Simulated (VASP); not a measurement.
# Ta (Im-3m) in VASP: further runs

Ta is run at these levels: LDA; tasks: single point.

Program: VASP 6.6.1. These are calculated values, not measurements. Logs are shortened: lines on timing, memory, paths and dates and some standing lists are left out, and cuts for length are marked.

**1. The cell of the first run**

It takes space group Im-3m (No. 229, cubic). Conventional cell: a = 3.235 Å, b = 3.235 Å, c = 3.235 Å, α = 90.00°, β = 90.00°, γ = 90.00°. Within 3.7 Å of Ta (site symmetry m-3m) lie 14 Ta at 2.80 to 3.24 Å.

**2. Single point, LDA**

The input, INCAR:

```
SYSTEM = Ta
ALGO = Normal
EDIFF = 1E-6
ENCUT = 520
GGA = CA
ISIF = 2
ISMEAR = -1
LASPH = .TRUE.
LCHARG = .FALSE.
LREAL = .FALSE.
LWAVE = .FALSE.
NBANDS = 12
NELM = 80
PREC = Accurate
SIGMA = 0.1
```

The input, KPOINTS:

```
k-points
0
G
  10 10 10
  0 0 0
```

The input, POSCAR:

```
Ta
1.0
   -1.6175709496      1.6175709496      1.6175709496
    1.6175709496     -1.6175709496      1.6175709496
    1.6175709496      1.6175709496     -1.6175709496
Ta
1
Direct
    0.0000000000      0.0000000000      0.0000000000
```

Potentials or basis: VASP PAW LDA potentials, release 64 (Ta_pv).

Command:

```bash
> cat potpaw_LDA.64/Ta_pv/POTCAR > POTCAR
> mpirun -np 1 vasp_std > vasp.out
```

OUTCAR:

```text
SYSTEM = Ta
   EDIFF = 1E-6
   ENCUT = 520
   GGA = CA
   ISIF = 2
   ISMEAR = -1
   LASPH = .TRUE.
   LREAL = .FALSE.
   NELM = 80
   PREC = Accurate

 ion  position               nearest neighbor table
   1  0.000  0.000  0.000-

  LATTYP: Found a body centered cubic cell.
 ALAT       =     3.2351418992

  Lattice vectors:

 A1 = (  -1.6175709496,   1.6175709496,   1.6175709496)
 A2 = (   1.6175709496,  -1.6175709496,   1.6175709496)
 A3 = (   1.6175709496,   1.6175709496,  -1.6175709496)

Analysis of symmetry for initial positions (statically):
=====================================================================
 Subroutine PRICEL returns:
 Original cell was already a primitive cell.

 Routine SETGRP: Setting up the symmetry group for a
 body centered cubic supercell.

 Subroutine GETGRP returns: Found 48 space group operations
 (whereof 48 operations were pure point group operations)
 out of a pool of 48 trial point group operations.

The static configuration has the point symmetry O_h .

Analysis of symmetry for dynamics (positions and initial velocities):
=====================================================================
 Subroutine PRICEL returns:
 Original cell was already a primitive cell.

 Routine SETGRP: Setting up the symmetry group for a
 body centered cubic supercell.

 Subroutine GETGRP returns: Found 48 space group operations
 (whereof 48 operations were pure point group operations)
 out of a pool of 48 trial point group operations.

The dynamic configuration has the point symmetry O_h .

 Subroutine INISYM returns: Found 48 space group operations
 (whereof 48 operations are pure point group operations),
 and found     1 'primitive' translations

----------------------------------------------------------------------------------------

                                     Primitive cell

  volume of cell :      16.9297

  direct lattice vectors                    reciprocal lattice vectors
    -1.617570950  1.617570950  1.617570950     0.000000000  0.309105452  0.309105452
     1.617570950 -1.617570950  1.617570950     0.309105452  0.000000000  0.309105452
     1.617570950  1.617570950 -1.617570950     0.309105452  0.309105452  0.000000000

  length of vectors
     2.801715070  2.801715070  2.801715070     0.437141123  0.437141123  0.437141123

  position of ions in fractional coordinates (direct lattice)
     0.000000000  0.000000000  0.000000000

  ion indices of the primitive-cell ions
   primitive index   ion index
                 1           1

----------------------------------------------------------------------------------------

 KPOINTS: k-points

Automatic generation of k-mesh.
 Grid dimensions read from file:
 generate k-points for:   10   10   10

 Generating k-lattice:

  Cartesian coordinates                     Fractional coordinates (reciprocal lattice)
     0.000000000  0.030910545  0.030910545     0.100000000  0.000000000  0.000000000
     0.030910545  0.000000000  0.030910545     0.000000000  0.100000000  0.000000000
     0.030910545  0.030910545  0.000000000     0.000000000  0.000000000  0.100000000

  Length of vectors
     0.043714112  0.043714112  0.043714112

  Shift w.r.t. Gamma in fractional coordinates (k-lattice)
     0.000000000  0.000000000  0.000000000

 Subroutine IBZKPT returns following result:
 ===========================================

 Found     47 irreducible k-points:

 Following reciprocal coordinates:
            Coordinates               Weight
  0.000000  0.000000  0.000000      1.000000
  0.100000  0.000000  0.000000     12.000000
  0.200000  0.000000  0.000000     12.000000
  0.300000  0.000000  0.000000     12.000000
  0.400000  0.000000  0.000000     12.000000
  0.500000  0.000000  0.000000      6.000000
[... 16 lines left out ...]
  0.300000  0.300000  0.100000      8.000000
 -0.300000  0.300000  0.100000     24.000000
 [... further k-points ...]
   k-points           NKPTS =     47   k-points in BZ     NKDIM =     47   number of bands    NBANDS=     12
   number of dos      NEDOS =    301   number of ions     NIONS =      1
   total plane-waves  NPLWV =  13824
   dimension x,y,z NGX =    24 NGY =   24 NGZ =   24
   dimension x,y,z NGXF=    48 NGYF=   48 NGZF=   48
   ions per type =               1
   NGX,Y,Z   is equivalent  to a cutoff of  14.24, 14.24, 14.24 a.u.
   NGXF,Y,Z  is equivalent  to a cutoff of  28.48, 28.48, 28.48 a.u.
 SYSTEM =  Ta
   PREC   = accura    normal or accurate (medium, high low for compatibility)
   ISTART =      0    job   : 0-new  1-cont  2-samecut
   ICHARG =      2    charge: 1-file 2-atom 10-const
   ISPIN  =      1    spin polarized calculation?
   LNONCOLLINEAR =      F non collinear calculations
   LSORBIT =      F    spin-orbit coupling
   LASPH  =      T    aspherical Exc in radial PAW
   ENCUT  =  520.0 eV  38.22 Ry    6.18 a.u.   5.21  5.21  5.21*2*pi/ulx,y,z
   NELM   =     80;   NELMIN=  2; NELMDL= -5     # of ELM steps
   EDIFF  = 0.1E-05   stopping-criterion for ELM
   LREAL  =      F    real-space projection
   EDIFFG = 0.1E-04   stopping-criterion for IOM
   NSW    =      0    number of steps for IOM
   IBRION =     -1    ionic relax: 0-MD 1-quasi-New 2-CG
   NFREE  =      0    steps in history (QN), initial steepest desc. (CG)
   ISIF   =      2    stress and relaxation
   ISYM   =      2    0-nonsym 1-usesym 2-fastsym
   POTIM  = 0.5000    time-step for ionic-motion
   TEBEG  =    0.0;   TEEND  =   0.0 temperature during run
   PSTRESS=    0.0 pullay stress
   NELECT =      11.0000    total number of electrons
   NUPDOWN=      -1.0000    fix difference up-down
   EMIN   =  10.00;   EMAX   =-10.00  energy-range for DOS
   EFERMI =   0.00;   METHOD = LEGACY
   ISMEAR =    -1;   SIGMA  =   0.10  broadening in eV -4-tet -1-fermi 0-gaus
   EFERMI_NEDOS =   21; number of points for ismear=-14 and -15
   IALGO  =     38    algorithm
   IMIX   =      4    mixing-type and parameters
     AMIX     =   0.40;   BMIX     =  1.00
     AMIX_MAG =   1.60;   BMIX_MAG =  1.00
  volume/ion in A,a.u.               =      16.93       114.25
  Fermi-wavevector in a.u.,A,eV,Ry     =   1.417933  2.679505 27.354977  2.010534
  Thomas-Fermi vector in A             =   2.539111
   LORBIT       =      0    0 simple, 1 ext, 2 COOP (PROOUT), +10 PAW based schemes
   GGA     = CA    functional components
   LHFCALC =     F    Hartree Fock is set to
   AEXX    =    0.0000 exact exchange contribution
   IVDW    =     0    specifies the selected vdW correction
   LEPSILON=     F    determine dielectric tensor
   LRPA    =     F    only Hartree local field effects (RPA)
 non-spin polarized calculation
  energy-cutoff  :      520.00
  volume of cell :       16.93
 maximum number of plane-waves:       468
 NGX is ok and might be reduce to    24
   NGX = 11   NGY = 11   NGZ = 11

 number of electron      10.9999998 magnetization

 Free energy of the ion-electron system (eV)
  ---------------------------------------------------
  ext. energy  EPLUGINS =         0.00000000
  ---------------------------------------------------
  free energy    TOTEN  =       -12.82511620 eV

  energy without entropy =      -12.77404023  energy(sigma->0) =      -12.79957822

 E-fermi :   5.9334     XC(G=0): -13.1158

 val. band max:        5.8965776116   @ k =   0.1000   0.1000   0.0000
 cond. band min:       5.9662185595   @ k =  -0.2000   0.3000   0.1000
 fundamental gap:      0.0696409479
 Fermi energy:         5.9333817221

 k-point     1 :       0.0000    0.0000    0.0000
  band No.  band energies     occupation
      1     -26.7419      2.00000
      2     -26.7419      2.00000
      3     -26.7419      2.00000
      4      -2.1448      2.00000
      5       6.5819      0.00305
      6       6.5819      0.00305
      7       6.5819      0.00305
      8      10.0690      0.00000
      9      10.0690      0.00000
     10      19.8055      0.00000
     11      21.2909      0.00000
     12      21.2909      0.00000

 k-point     2 :       0.1000    0.0000    0.0000
  band No.  band energies     occupation
      1     -26.8952      2.00000
      2     -26.7883      2.00000
      3     -26.7430      2.00000
      4      -1.6671      2.00000
      5       6.2794      0.06093
      6       6.4777      0.00862
      7       7.0565      0.00003
      8       9.6311      0.00000
      9      10.0729      0.00000
     10      19.8053      0.00000
     11      21.7043      0.00000
     12      22.1156      0.00000

 k-point     3 :       0.2000    0.0000    0.0000
  band No.  band energies     occupation
      1     -27.2810      2.00000
      2     -26.9079      2.00000
      3     -26.7459      2.00000
      4      -0.4330      2.00000
      5       5.5792      1.94370
      6       6.0095      0.63699
      7       8.4309      0.00000
      8       9.3217      0.00000
      9      10.1586      0.00000
     10      19.8044      0.00000
     11      22.1316      0.00000
     12      24.2285      0.00000
[... 286 lines left out ...]
 k-point    23 :       0.3000    0.3000    0.1000
  band No.  band energies     occupation
      1     -27.6796      2.00000
      2     -27.6796      2.00000
      3     -27.0625      2.00000
      4       3.4812      2.00000
      5       5.0449      1.99972
      6       5.0449      1.99972
      7      11.0236      0.00000
      8      11.0236      0.00000
      9      14.5795      0.00000
     10      18.8684      0.00000
     11      18.8684      0.00000
     12      19.8125      0.00000

 k-point    24 :      -0.3000    0.3000    0.1000
  band No.  band energies     occupation
      1     -27.7097      2.00000
      2     -27.1038      2.00000
      3     -26.8603      2.00000
      4       1.2745      2.00000
      5       5.2989      1.99649
      6       5.5011      1.97383
      7       8.5638      0.00000
      8      10.3694      0.00000
      9      11.1581      0.00000
     10      19.7955      0.00000
     11      20.5966      0.00000
     12      23.5650      0.00000

 [... further k-points ...]

------------------------ aborting loop because EDIFF is reached ----------------------------------------

  FORCE on cell =-STRESS in cart. coord.  units (eV):
  Direction    XX          YY          ZZ          XY          YZ          ZX
  --------------------------------------------------------------------------------------
  -------------------------------------------------------------------------------------
  Total        0.6788944      0.6788944      0.6788944      0.0000000      0.0000000      0.0000000
  in kB       64.2484711     64.2484711     64.2484711      0.0000000      0.0000000      0.0000000
  external PRESSURE =      64.2484711 kB  Pullay stress =       0.0000000 kB

 VOLUME and BASIS-vectors are now :
 -----------------------------------------------------------------------------
  energy-cutoff  :      520.00
  volume of cell :       16.93
      direct lattice vectors                 reciprocal lattice vectors
    -1.617570950  1.617570950  1.617570950     0.000000000  0.309105452  0.309105452
     1.617570950 -1.617570950  1.617570950     0.309105452  0.000000000  0.309105452
     1.617570950  1.617570950 -1.617570950     0.309105452  0.309105452  0.000000000

 POSITION                                       TOTAL-FORCE (eV/Angst)
 -----------------------------------------------------------------------------------
      0.00000      0.00000      0.00000         0.000000      0.000000     -0.000000
 -----------------------------------------------------------------------------------
    total drift:                               -0.000000      0.000000     -0.000000

  FREE ENERGIE OF THE ION-ELECTRON SYSTEM (eV)
  ---------------------------------------------------
  free  energy   TOTEN  =       -12.8251162047 eV

  energy  without entropy=      -12.7740402311  energy(sigma->0) =      -12.79957822
```

Wall time 3.3 s (1 thread of Intel Xeon 6975P-C, shared host); peak memory 0.13 GiB.

What came out:

```yaml
Free_energy: -12.8251 eV
Pressure: 6.4 GPa
```

Levels at points of the mesh, in eV from the Fermi level:
```
           k point  band 2  band 3  band 4  band 5  band 6  band 7  band 8  band 9
(0.00, 0.00, 0.00)  -32.68  -32.68   -8.08    0.65    0.65    0.65    4.14    4.14
(0.50, 0.00, 0.00)  -33.14  -32.69   -4.67   -1.79    2.04    4.06    5.15    8.36
(0.50, 0.50, 0.50)  -33.68  -33.68   -4.21   -4.21    7.29    7.29    7.29    9.33
```

Caveat: spin-orbit coupling is left out, which moves the levels of the heavy elements.

**3. Single point, LDA**

This run uses another cell than the first one, of 17.47 Å³/atom, 1.032 times its volume.

The input, INCAR:

```
PREC = Accurate ; ENCUT = 520
EDIFF = 1E-6 ; ISMEAR = -1
SIGMA = 0.1 ; LREAL = F
LASPH = T ; NELM = 100
ALGO = Normal ; ISIF = 2
LWAVE = F ; LCHARG = T
GGA = CA ; LELF = T
LVHAR = T ; NBANDS = 12
```

The input, KPOINTS:

```
regular mesh
0
Gamma
  10 10 10
```

The input, POSCAR:

```
Ta
1.0
   -1.6345992636      1.6345992636      1.6345992636
    1.6345992636     -1.6345992636      1.6345992636
    1.6345992636      1.6345992636     -1.6345992636
Ta
1
Direct
    0.0000000000      0.0000000000      0.0000000000
```

Potentials or basis: VASP PAW LDA potentials, release 64 (Ta_pv).

Command:

```bash
> cat potpaw_LDA.64/Ta_pv/POTCAR > POTCAR
> mpirun -np 1 vasp_std > vasp.out
```

It took 3.7 s on 1 thread of Intel Xeon 6975P-C, shared host; peak memory 0.13 GiB.

The run converged. Its results:

```yaml
Free_energy: -12.8346 eV
Pressure: -0.7 GPa
```

Levels at points of the mesh, in eV from the Fermi level:
```csv
k point,band 1,band 2,band 3,band 4,band 5,band 6,band 7,band 8,band 9,band 10
"(0.00, 0.00, 0.00)",-32.80,-32.80,-32.80,-7.96,0.65,0.65,0.65,4.02,4.02,13.76
"(0.50, 0.00, 0.00)",-34.12,-33.23,-32.81,-4.52,-1.69,1.88,3.92,4.97,8.03,12.16
"(0.50, 0.50, 0.50)",-33.72,-33.72,-33.72,-4.01,-4.01,7.02,7.02,7.02,9.02,9.02
```

Caveat: spin-orbit coupling is left out, which moves the levels of the heavy elements.

**4. Single point, LDA**

This run uses another cell than the first one, of 18.01 Å³/atom, 1.064 times its volume.

The input, INCAR:

```
SYSTEM = Ta
ALGO = Normal ; EDIFF = 1E-6
ENCUT = 520 ; GGA = CA
ISIF = 2 ; ISMEAR = -1
LASPH = .TRUE. ; LCHARG = .TRUE.
LELF = .TRUE. ; LREAL = .FALSE.
LVHAR = .TRUE. ; LWAVE = .FALSE.
NBANDS = 12 ; NELM = 80
PREC = Accurate ; SIGMA = 0.1
```

The input, KPOINTS:

```
k-points
0
G
  10 10 10
  0 0 0
```

The input, POSCAR:

```
Ta
1.0
   -1.6512800000      1.6512800000      1.6512800000
    1.6512800000     -1.6512800000      1.6512800000
    1.6512800000      1.6512800000     -1.6512800000
Ta
1
Direct
    0.0000000000      0.0000000000      0.0000000000
```

Command:

```bash
> cat potpaw_LDA.64/Ta_pv/POTCAR > POTCAR
> mpirun -np 1 vasp_std > vasp.out
```

It took 3.6 s on 1 thread of Intel Xeon 6975P-C, shared host; peak memory 0.13 GiB.

It converged, with:

| Property | Result |
| --- | --- |
| Free energy | -12.8215 eV |
| Pressure | -7.0 GPa |

Levels at points of the mesh, in eV from the Fermi level:
```csv
k point,band 3,band 4,band 5,band 6,band 7,band 8
"(0.00, 0.00, 0.00)",-32.92,-7.85,0.65,0.65,0.65,3.91
"(0.50, 0.00, 0.00)",-32.93,-4.38,-1.60,1.73,3.79,4.80
"(0.50, 0.50, 0.50)",-33.76,-3.83,-3.83,6.76,6.76,6.76
```

Caveat: spin-orbit coupling is left out, which moves the levels of the heavy elements.

**5. Summary**

| cell | gap on the mesh (eV) | pressure (GPa) |
| --- | --- | --- |
| a = 2.802 Å, angles 109.5°, 1 atom | none | 6.4 |
| a = 2.831 Å, angles 109.5°, 1 atom | none | -0.7 |
| a = 2.860 Å, angles 109.5°, 1 atom | none | -7.0 |

Alike in all rows: task single point; level LDA; potentials or basis VASP PAW LDA potentials, release 64 (Ta_pv); no spin polarisation; k mesh 10 × 10 × 10; cutoff (eV) 520; smearing fermi-dirac 0.1 eV.

Caveats: spin-orbit coupling is left out, which moves the levels of the heavy elements.

Total energies depend on the potentials used, so only differences within one code and one set of settings carry meaning.
